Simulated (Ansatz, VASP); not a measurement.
# One calculation of Se, two programs

```
CELL_PARAMETERS angstrom
3.43179 0.00000 0.00000
-1.71590 2.97202 0.00000
0.00000 0.00000 11.06820
ATOMIC_POSITIONS crystal
Se 0.00000 0.00000 0.00000
Se 0.00000 0.00000 0.50000
Se 0.33333 0.66667 0.75000
Se 0.66667 0.33333 0.25000
```

Alike in both runs: task relaxation of cell and atoms; functional r2SCAN; k mesh 6 × 6 × 2; occupations gaussian, width 0.1 eV; no spin polarisation.

|  | VASP | Ansatz |
| --- | --- | --- |
| version | VASP 6.6.1 | Ansatz 0.2.0 |
| potentials or method | VASP PAW PBE potentials, release 64 (Se), cutoff 600 eV | scalar-relativistic, plane waves, PAW |
| valence electrons in the cell | 24 | 64 |

Ansatz gave:

```
gap on the k mesh at the Fermi level, each at its own relaxed structure (eV) : none
relaxed volume (Å³/atom)                                                     : 22.22
relaxed cell length with the largest relative difference (Å)                 : 7.370
```

Q: Which values does VASP return?

A: gap on the k mesh at the Fermi level, each at its own relaxed structure (eV): none; relaxed volume (Å³/atom): 22.22; relaxed cell length with the largest relative difference (Å): 7.344.

VASP's potentials were made for PBE, not for r2SCAN. A gap of «none» marks a metal or a gap that the smearing closes. VASP's potentials hold 24 valence electrons a cell and Ansatz's 64, so a difference there can come from the potentials and not from the codes.

Noted on VASP's run: the volume moved by over 15 % at a fixed basis, so the end points are rough.
